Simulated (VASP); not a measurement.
HfNbSe4: single point with PBE

Crystal: HfNbSe4.

```xyz
6
Lattice="4.7533 0.0000 0.0000 -2.3766 4.1164 0.0000 0.0000 0.0000 8.0220" Properties=species:S:1:pos:R:3 pbc="T T T"
Hf    0.0000    0.0000    0.4804
Nb    0.0000    0.0000    5.5449
Se    0.0000    2.7443    5.5943
Se    2.3766    1.3721    5.5943
Se    0.0000    2.7443    1.1783
Se    2.3766    1.3721    1.1783
```

```yaml
Program: VASP 6.6.1
Task: single point
Functional: PBE
Potentials_or_basis: VASP PAW PBE potentials, release 64 (Hf_pv, Nb_sv, Se)
Cutoff: 520 eV
k_mesh: 12 × 12 × 4
Occupations: gaussian, width 0.1 eV
Spin: no spin polarisation
Dipole_correction: no
Further_INCAR_settings: ALGO = Normal; EDIFF = 1e-07; NBANDS = 32
```

```
Pressure      : -0.1 GPa
Largest force : 0.021 eV/Å
```

Forces on the atoms (eV/Å):
```
Hf   0.000  0.000  0.001
Nb   0.000  0.000  0.021
Se   0.000  0.000  0.002
Se   0.000  0.000  0.002
Se   0.000  0.000 -0.013
Se   0.000  0.000 -0.013
```

Levels at points of the mesh, in eV from the Fermi level:
```csv
k point,band 21,band 22,band 23,band 24,band 25,band 26
"(0.00, 0.00, 0.00)",-0.93,-0.93,-0.72,0.16,0.16,0.76
"(0.50, 0.00, 0.00)",-0.86,-0.58,-0.33,0.04,0.20,1.15
"(0.00, 0.00, 0.50)",-0.92,-0.72,-0.47,0.15,0.15,0.41
"(0.50, 0.00, 0.50)",-0.86,-0.59,-0.28,0.07,0.18,1.15
```

It took 3 min on 1 thread of AMD EPYC 9R45 96-Core Processor (Zen 5), on a shared host, peak memory 0.42 GiB.

Caveat: spin-orbit coupling is left out, which moves the levels of the heavy elements.
